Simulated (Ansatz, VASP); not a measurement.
Two plane-wave programs on Bi

```
CELL_PARAMETERS angstrom
-1.75871 2.06344 2.17016
1.75871 -2.06344 2.17016
1.75871 2.06344 -2.17016
ATOMIC_POSITIONS crystal
Bi 0.50000 0.00000 0.50000
```

Alike in both runs: functional PBE; k mesh 6 × 6 × 6; occupations gaussian, width 0.1 eV; no spin polarisation.

Ansatz relaxed the structure, and its values are those at the end. VASP's run is a single point on that final structure, the one shown.

|  | VASP | Ansatz |
| --- | --- | --- |
| version | VASP 6.6.1 | Ansatz 0.2.0 |
| potentials or method | VASP PAW PBE potentials, release 64 (Bi_d), cutoff 500 eV | scalar-relativistic, plane waves, PAW |
| valence electrons in the cell | 15 | 15 |

VASP gave:

| Quantity | Value |
| --- | --- |
| gap on the k mesh at the Fermi level (eV) | none |
| pressure (GPa) | -0.2 |

Question: Estimate Ansatz's values.

Answer: gap on the k mesh at the Fermi level (eV): none; pressure (GPa): -0.1.

A gap of «none» marks a metal or a gap that the smearing closes.

The k mesh is coarse, so the values compare programs but aren't converged. Neither program's run includes spin-orbit coupling.
